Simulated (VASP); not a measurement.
# ScAl3 (Pm-3m) in VASP: notebook, part 2 of 3

VASP 6.6.1. The steps go on from the part before.

## (3) Single point, PBEsol

This run uses another cell than the first one, of 16.87 Å³/atom.

INCAR reads:

```
PREC = Accurate
ENCUT = 520
EDIFF = 1E-6
ISMEAR = -1
SIGMA = 0.05
LREAL = False
LASPH = True
NELM = 100
ALGO = Normal
ISIF = 2
LWAVE = False
LCHARG = False
GGA = PS
NBANDS = 18
```

KPOINTS reads:

```
regular mesh
0
Gamma
  7 7 7
```

POSCAR reads:

```
ScAl3
1.0
    4.0712713982      0.0000000000      0.0000000000
    0.0000000000      4.0712713982      0.0000000000
    0.0000000000      0.0000000000      4.0712713982
Sc Al
1 3
Direct
    0.0000000000      0.0000000000      0.0000000000
    0.5000000000      0.5000000000      0.0000000000
    0.0000000000      0.5000000000      0.5000000000
    0.5000000000      0.0000000000      0.5000000000
```

Potentials or basis: VASP PAW PBE potentials, release 64 (Sc_sv, Al).

Started as:

```bash
cat potpaw_PBE.64/Sc_sv/POTCAR potpaw_PBE.64/Al/POTCAR > POTCAR
mpirun -np 1 vasp_std > vasp.out
```

OUTCAR:

```text
PREC = Accurate
   ENCUT = 520
   EDIFF = 1E-6
   ISMEAR = -1
   LREAL = False
   LASPH = True
   NELM = 100
   ISIF = 2
   GGA = PS

 ion  position               nearest neighbor table
   1  0.000  0.000  0.000-   2 2.88   3 2.88   4 2.88   3 2.88   4 2.88   2 2.88   3 2.88   3 2.88
                             2 2.88   4 2.88   4 2.88   2 2.88
   2  0.500  0.500  0.000-   1 2.88   3 2.88   4 2.88   3 2.88   4 2.88   1 2.88   4 2.88   4 2.88
                             1 2.88   3 2.88   3 2.88   1 2.88
   3  0.000  0.500  0.500-   1 2.88   2 2.88   4 2.88   1 2.88   2 2.88   1 2.88   4 2.88   1 2.88
                             2 2.88   4 2.88   2 2.88   4 2.88
   4  0.500  0.000  0.500-   1 2.88   2 2.88   3 2.88   1 2.88   2 2.88   2 2.88   3 2.88   2 2.88
                             1 2.88   3 2.88   1 2.88   3 2.88

  LATTYP: Found a simple cubic cell.
 ALAT       =     4.0712713982

  Lattice vectors:

 A1 = (   4.0712713982,   0.0000000000,   0.0000000000)
 A2 = (   0.0000000000,   4.0712713982,   0.0000000000)
 A3 = (   0.0000000000,   0.0000000000,   4.0712713982)

Analysis of symmetry for initial positions (statically):
=====================================================================
 Subroutine PRICEL returns:
 Original cell was already a primitive cell.

 Routine SETGRP: Setting up the symmetry group for a
 simple cubic supercell.

 Subroutine GETGRP returns: Found 48 space group operations
 (whereof 48 operations were pure point group operations)
 out of a pool of 48 trial point group operations.

The static configuration has the point symmetry O_h .

Analysis of symmetry for dynamics (positions and initial velocities):
=====================================================================
 Subroutine PRICEL returns:
 Original cell was already a primitive cell.

 Routine SETGRP: Setting up the symmetry group for a
 simple cubic supercell.
[... 121 lines left out ...]
   IALGO  =     38    algorithm
   IMIX   =      4    mixing-type and parameters
     AMIX     =   0.40;   BMIX     =  1.00
     AMIX_MAG =   1.60;   BMIX_MAG =  1.00
  volume/ion in A,a.u.               =      16.87       113.85
  Fermi-wavevector in a.u.,A,eV,Ry     =   1.091494  2.062625 16.209432  1.191360
  Thomas-Fermi vector in A             =   2.227741
   LORBIT       =      0    0 simple, 1 ext, 2 COOP (PROOUT), +10 PAW based schemes
   GGA     = PS    functional components
   LHFCALC =     F    Hartree Fock is set to
   AEXX    =    0.0000 exact exchange contribution
   IVDW    =     0    specifies the selected vdW correction
   LEPSILON=     F    determine dielectric tensor
   LRPA    =     F    only Hartree local field effects (RPA)
 non-spin polarized calculation
  energy-cutoff  :      520.00
  volume of cell :       67.48
 maximum number of plane-waves:      1839
 NGX is ok and might be reduce to    30
   NGX = 15   NGY = 15   NGZ = 15

 number of electron      19.9999997 magnetization

 Free energy of the ion-electron system (eV)
  ---------------------------------------------------
  ext. energy  EPLUGINS =         0.00000000
  ---------------------------------------------------
  free energy    TOTEN  =       -20.77103281 eV

  energy without entropy =      -20.75811657  energy(sigma->0) =      -20.76457469

 E-fermi :   7.2118     XC(G=0): -10.5466

 val. band max:        7.1443272825   @ k =   0.4286   0.4286   0.1429
 cond. band min:       7.2164184439   @ k =   0.2857   0.0000   0.0000
 fundamental gap:      0.0720911614
 Fermi energy:         7.2117960778

 k-point     1 :       0.0000    0.0000    0.0000
  band No.  band energies     occupation
      1     -41.4072      2.00000
      2     -20.2102      2.00000
      3     -20.2102      2.00000
      4     -20.2102      2.00000
      5      -2.7716      2.00000
      6       4.6669      2.00000
[... 397 lines left out ...]
      5       1.5154      2.00000
      6       2.5152      2.00000
[... 10 lines left out ...]
     17      11.4578      0.00000
     18      16.7469      0.00000

------------------------ aborting loop because EDIFF is reached ----------------------------------------

  FORCE on cell =-STRESS in cart. coord.  units (eV):
  Direction    XX          YY          ZZ          XY          YZ          ZX
  --------------------------------------------------------------------------------------
  -------------------------------------------------------------------------------------
  Total        0.0367805      0.0367805      0.0367805     -0.0000000      0.0000000     -0.0000000
  in kB        0.8732499      0.8732499      0.8732499     -0.0000000      0.0000000     -0.0000000
  external PRESSURE =       0.8732499 kB  Pullay stress =       0.0000000 kB

 VOLUME and BASIS-vectors are now :
 -----------------------------------------------------------------------------
  energy-cutoff  :      520.00
  volume of cell :       67.48
      direct lattice vectors                 reciprocal lattice vectors
     4.071271398  0.000000000  0.000000000     0.245623517  0.000000000  0.000000000
     0.000000000  4.071271398  0.000000000     0.000000000  0.245623517  0.000000000
     0.000000000  0.000000000  4.071271398     0.000000000  0.000000000  0.245623517

 POSITION                                       TOTAL-FORCE (eV/Angst)
 -----------------------------------------------------------------------------------
      0.00000      0.00000      0.00000         0.000000      0.000000      0.000000
      2.03564      2.03564      0.00000         0.000000      0.000000      0.000000
      0.00000      2.03564      2.03564         0.000000      0.000000      0.000000
      2.03564      0.00000      2.03564         0.000000      0.000000      0.000000
 -----------------------------------------------------------------------------------
    total drift:                               -0.000000     -0.000000      0.000000

  FREE ENERGIE OF THE ION-ELECTRON SYSTEM (eV)
  ---------------------------------------------------
  free  energy   TOTEN  =       -20.7710328128 eV

  energy  without entropy=      -20.7581165713  energy(sigma->0) =      -20.76457469
```

It took 13 s on 1 thread of AMD EPYC 9R45 (Zen 5), shared host; peak memory 0.14 GiB.

What came out:

```yaml
Free_energy: -20.7710 eV
Pressure: 0.1 GPa
Band_gap_on_the_k_mesh: zero (bands 10 and 11 overlap by 3.68 eV)
```

Caveat: the PAW data sets were made with another functional, which shifts forces and pressure a little.

## (4) Relaxation of cell and atoms, PBEsol, target pressure 2 GPa, at which the enthalpy is minimised

This run uses another cell than the first one, of 17.08 Å³/atom.

INCAR reads:

```
ALGO = Normal
EDIFF = 1E-6
EDIFFG = -0.01
ENCUT = 600
GGA = PS
IBRION = 2
ISIF = 3
ISMEAR = -1
LASPH = True
LCHARG = False
LREAL = False
LWAVE = False
NELM = 80
NSW = 60
PREC = Accurate
PSTRESS = 20.0
SIGMA = 0.05
```

KPOINTS reads:

```
k-points
0
Gamma
  7 7 7
```

POSCAR reads:

```
ScAl3
1.0
    4.0878065700      0.0000000000      0.0000000000
    0.0000000000      4.0878065700      0.0000000000
    0.0000000000      0.0000000000      4.0878065700
Sc Al
1 3
Direct
    0.0000000000      0.0000000000      0.0000000000
    0.5000000000      0.5000000000      0.0000000000
    0.0000000000      0.5000000000      0.5000000000
    0.5000000000      0.0000000000      0.5000000000
```

Potentials or basis: VASP PAW PBE potentials, release 64 (Sc_sv, Al).

Started as:

```bash
cat potpaw_PBE.64/Sc_sv/POTCAR potpaw_PBE.64/Al/POTCAR > POTCAR
mpirun -np 1 vasp_std > vasp.out
```

OUTCAR:

```text
EDIFF = 1E-6
   EDIFFG = -0.01
   ENCUT = 600
   GGA = PS
   IBRION = 2
   ISIF = 3
   ISMEAR = -1
   LASPH = True
   LREAL = False
   NELM = 80
   NSW = 60
   PREC = Accurate
   PSTRESS = 20.0

 ion  position               nearest neighbor table
   1  0.000  0.000  0.000-   2 2.89   3 2.89   4 2.89   3 2.89   4 2.89   2 2.89   3 2.89   3 2.89
                             2 2.89   4 2.89   4 2.89   2 2.89
   2  0.500  0.500  0.000-   1 2.89   3 2.89   4 2.89   3 2.89   4 2.89   1 2.89   4 2.89   4 2.89
                             1 2.89   3 2.89   3 2.89   1 2.89
   3  0.000  0.500  0.500-   1 2.89   2 2.89   4 2.89   1 2.89   2 2.89   1 2.89   4 2.89   1 2.89
                             2 2.89   4 2.89   2 2.89   4 2.89
   4  0.500  0.000  0.500-   1 2.89   2 2.89   3 2.89   1 2.89   2 2.89   2 2.89   3 2.89   2 2.89
                             1 2.89   3 2.89   1 2.89   3 2.89

  LATTYP: Found a simple cubic cell.
 ALAT       =     4.0878065700

  Lattice vectors:

 A1 = (   4.0878065700,   0.0000000000,   0.0000000000)
 A2 = (   0.0000000000,   4.0878065700,   0.0000000000)
 A3 = (   0.0000000000,   0.0000000000,   4.0878065700)

Analysis of symmetry for initial positions (statically):
=====================================================================
 Subroutine PRICEL returns:
 Original cell was already a primitive cell.

 Routine SETGRP: Setting up the symmetry group for a
 simple cubic supercell.

 Subroutine GETGRP returns: Found 48 space group operations
 (whereof 48 operations were pure point group operations)
 out of a pool of 48 trial point group operations.

The static configuration has the point symmetry O_h .

Analysis of symmetry for dynamics (positions and initial velocities):
=====================================================================
 Subroutine PRICEL returns:
 Original cell was already a primitive cell.

 Routine SETGRP: Setting up the symmetry group for a
 simple cubic supercell.

 Subroutine GETGRP returns: Found 48 space group operations
 (whereof 48 operations were pure point group operations)
 out of a pool of 48 trial point group operations.

The dynamic configuration has the point symmetry O_h .

 Subroutine INISYM returns: Found 48 space group operations
[... 112 lines left out ...]
   EFERMI_NEDOS =   21; number of points for ismear=-14 and -15
   IALGO  =     38    algorithm
   IMIX   =      4    mixing-type and parameters
     AMIX     =   0.40;   BMIX     =  1.00
     AMIX_MAG =   1.60;   BMIX_MAG =  1.00
  volume/ion in A,a.u.               =      17.08       115.24
  Fermi-wavevector in a.u.,A,eV,Ry     =   1.087079  2.054282 16.078563  1.181741
  Thomas-Fermi vector in A             =   2.223230
   LORBIT       =      0    0 simple, 1 ext, 2 COOP (PROOUT), +10 PAW based schemes
   GGA     = PS    functional components
   LHFCALC =     F    Hartree Fock is set to
   AEXX    =    0.0000 exact exchange contribution
   IVDW    =     0    specifies the selected vdW correction
   LEPSILON=     F    determine dielectric tensor
   LRPA    =     F    only Hartree local field effects (RPA)
 conjugate gradient relaxation of ions
 non-spin polarized calculation
  energy-cutoff  :      600.00
  volume of cell :       68.31
 maximum number of plane-waves:      2301
 NGX is ok and might be reduce to    36
   NGX = 17   NGY = 17   NGZ = 17

--------------------------------------- Ionic step        1  -------------------------------------------

 number of electron      20.0000002 magnetization

 Free energy of the ion-electron system (eV)
  ---------------------------------------------------
  ext. energy  EPLUGINS =         0.00000000
  ---------------------------------------------------
  free energy    TOTEN  =       -20.76973281 eV

  energy without entropy =      -20.75675638  energy(sigma->0) =      -20.76324459

------------------------ aborting loop because EDIFF is reached ----------------------------------------

  FORCE on cell =-STRESS in cart. coord.  units (eV):
  Direction    XX          YY          ZZ          XY          YZ          ZX
  --------------------------------------------------------------------------------------
  -------------------------------------------------------------------------------------
  Total       -0.4199405     -0.4199405     -0.4199405      0.0000000      0.0000000     -0.0000000
  in kB       -9.8497973     -9.8497973     -9.8497973      0.0000000      0.0000000     -0.0000000
  external PRESSURE =     -29.8497973 kB  Pullay stress =      20.0000000 kB
[... 67 lines left out ...]
--------------------------------------- Ionic step        3  -------------------------------------------

 number of electron      20.0000004 magnetization

 Free energy of the ion-electron system (eV)
  ---------------------------------------------------
  ext. energy  EPLUGINS =         0.00000000
  ---------------------------------------------------
  free energy    TOTEN  =       -20.76351983 eV

  energy without entropy =      -20.75065667  energy(sigma->0) =      -20.75708825

 E-fermi :   7.3829     XC(G=0): -10.6230

 val. band max:        7.3177419042   @ k =   0.4286   0.4286   0.1429
 cond. band min:       7.3855059890   @ k =   0.2857   0.0000   0.0000
 fundamental gap:      0.0677640848
 Fermi energy:         7.3828529336

 k-point     1 :       0.0000    0.0000    0.0000
  band No.  band energies     occupation
      1     -41.1645      2.00000
      2     -19.9756      2.00000
      3     -19.9756      2.00000
      4     -19.9756      2.00000
      5      -2.6968      2.00000
      6       4.8191      2.00000
      7       4.8191      2.00000
      8       5.6743      2.00000
      9       5.6743      2.00000
     10       5.6743      2.00000
     11       8.7112      0.00000
     12       8.7918      0.00000
     13       8.7918      0.00000
     14       8.7918      0.00000
[... 356 lines left out ...]
  energy  without entropy=      -20.7506566701  energy(sigma->0) =      -20.75708825

  enthalpy is  TOTEN    =       -19.9373131468 eV   P V=        0.8262066810

 reached required accuracy - stopping structural energy minimisation
```

OSZICAR:

```text
N       E                     dE             d eps       ncg     rms          rms(c)
DAV:   1     0.127388244704E+03    0.12739E+03   -0.91166E+03   560   0.145E+03
DAV:   2    -0.135899367547E+02   -0.14098E+03   -0.13836E+03   560   0.382E+02
DAV:   3    -0.217015976599E+02   -0.81117E+01   -0.78220E+01   890   0.775E+01
[... 25 lines left out ...]
DAV:   3    -0.207641527566E+02    0.22004E-02   -0.80330E-03   908   0.762E-01    0.159E-01
DAV:   4    -0.207635366909E+02    0.61607E-03   -0.16140E-03   732   0.421E-01    0.627E-02
DAV:   5    -0.207635229336E+02    0.13757E-04   -0.10849E-04   786   0.119E-01    0.167E-02
DAV:   6    -0.207635197586E+02    0.31749E-05   -0.16744E-05   902   0.394E-02    0.854E-03
DAV:   7    -0.207635198278E+02   -0.69148E-07   -0.30758E-07   340   0.646E-03
   3 F= -.19937313E+02 E0= -.19930882E+02  d E =-.202689E-01
```

Run time: 28 s. Hardware: 1 thread of AMD EPYC 9R45 (Zen 5), shared host; peak memory 0.19 GiB.

What came out:

```yaml
Free_energy: -20.7635 eV
Relaxed_volume: 16.55 Å³/atom
Relaxed_cell: a = 4.045 Å, b = 4.045 Å, c = 4.045 Å, α = 90.00°, β = 90.00°, γ = 90.00°
Space_group_after_relaxing_to_0.1_Å: Pm-3m (No. 221)
Energy_change_on_relaxing_the_run_minimises_the_enthalpy: +1.6 meV/atom
Ionic_steps: 3
Pressure_after_relaxing: 2.0 GPa
Band_gap_on_the_k_mesh: zero (bands 10 and 11 overlap by 3.71 eV)
```

Step by step:
```tsv
step	energy change (eV)	largest force (eV/Å)	pressure (GPa)	volume (Å³)
1	0.0000	0.0000	-0.98	68.31
2	0.0230	0.0000	3.54	65.21
3	0.0062	0.0000	1.99	66.19
```

Final structure:
```cif
data_structure
_symmetry_space_group_name_H-M 'P 1'
_symmetry_Int_Tables_number 1
_cell_length_a 4.0450
_cell_length_b 4.0450
_cell_length_c 4.0450
_cell_angle_alpha 90.000
_cell_angle_beta 90.000
_cell_angle_gamma 90.000
_cell_volume 66.19
loop_
_atom_site_label
_atom_site_type_symbol
_atom_site_fract_x
_atom_site_fract_y
_atom_site_fract_z
_atom_site_occupancy
Sc1 Sc 0.00000 0.00000 0.00000 1
Al1 Al 0.50000 0.50000 0.00000 1
Al2 Al 0.00000 0.50000 0.50000 1
Al3 Al 0.50000 0.00000 0.50000 1
```

Levels at points of the mesh, in eV from the Fermi level:
| k point | band 7 | band 8 | band 9 | band 10 | band 11 | band 12 | band 13 | band 14 |
| --- | --- | --- | --- | --- | --- | --- | --- | --- |
| (0.00, 0.00, 0.00) | -2.56 | -1.71 | -1.71 | -1.71 | 1.33 | 1.41 | 1.41 | 1.41 |

Caveat: the cell is relaxed towards a set pressure, so the run minimises the enthalpy, not the energy; the PAW data sets were made with another functional, which shifts forces and pressure a little.

## (5) Relaxation of cell and atoms, PBEsol, target pressure 5 GPa, at which the enthalpy is minimised

This run uses another cell than the first one, of 17.08 Å³/atom.

INCAR reads:

```
SYSTEM = ScAl3
  PREC = Accurate
  ENCUT = 600
  EDIFF = 1E-6
  ISMEAR = -1
  SIGMA = 0.05
  LREAL = .False.
  LASPH = .True.
  NELM = 100
  ALGO = Fast
  ISIF = 3
  LWAVE = .False.
  LCHARG = .False.
  GGA = PS
  IBRION = 2
  NSW = 60
  EDIFFG = -0.01
  PSTRESS = 50.0
```

KPOINTS reads:

```
regular mesh
0
Gamma
  7 7 7
  0 0 0
```

POSCAR is that of step 4.

Started as:

```bash
cat potpaw_PBE.64/Sc_sv/POTCAR potpaw_PBE.64/Al/POTCAR > POTCAR
mpirun -np 1 vasp_std > vasp.out
```

It took 45 s on 1 thread of AMD EPYC 9R45 (Zen 5), shared host; peak memory 0.19 GiB.

The run converged. Its results:

| Item | Value |
| --- | --- |
| Free energy | -20.7237 eV |
| Relaxed volume | 16.09 Å³/atom |
| Relaxed cell | a = 4.007 Å, b = 4.007 Å, c = 4.007 Å, α = 90.00°, β = 90.00°, γ = 90.00° |
| Space group after relaxing (to 0.1 Å) | Pm-3m (No. 221) |
| Energy change on relaxing (the run minimises the enthalpy) | +11.5 meV/atom |
| Ionic steps | 3 |
| Pressure after relaxing | 5.0 GPa |
| Band gap on the k mesh | zero (bands 10 and 11 overlap by 3.75 eV) |

The path:
| step | energy change (eV) | largest force (eV/Å) | pressure (GPa) | volume (Å³) |
| --- | --- | --- | --- | --- |
| 1 | 0.0000 | 0.0000 | -0.97 | 68.31 |
| 2 | 0.1389 | 0.0000 | 9.11 | 62.21 |
| 3 | 0.0460 | 0.0000 | 4.99 | 64.34 |

Final structure:
```cif
data_structure
_symmetry_space_group_name_H-M 'P 1'
_symmetry_Int_Tables_number 1
_cell_length_a 4.0072
_cell_length_b 4.0072
_cell_length_c 4.0072
_cell_angle_alpha 90.000
_cell_angle_beta 90.000
_cell_angle_gamma 90.000
_cell_volume 64.34
loop_
_atom_site_label
_atom_site_type_symbol
_atom_site_fract_x
_atom_site_fract_y
_atom_site_fract_z
_atom_site_occupancy
Sc1 Sc 0.00000 0.00000 0.00000 1
Al1 Al 0.50000 0.50000 0.00000 1
Al2 Al 0.00000 0.50000 0.50000 1
Al3 Al 0.50000 0.00000 0.50000 1
```

Levels at points of the mesh, in eV from the Fermi level:
```csv
k point,band 6,band 7,band 8,band 9,band 10,band 11,band 12,band 13,band 14
"(0.00, 0.00, 0.00)",-2.59,-2.59,-1.71,-1.71,-1.71,1.33,1.43,1.43,1.43
```

Caveat: the cell is relaxed towards a set pressure, so the run minimises the enthalpy, not the energy; the PAW data sets were made with another functional, which shifts forces and pressure a little.

(Part 2 of 3 ends here.)

The gap in the log of VASP goes by the Fermi energy; the results here count the filled bands.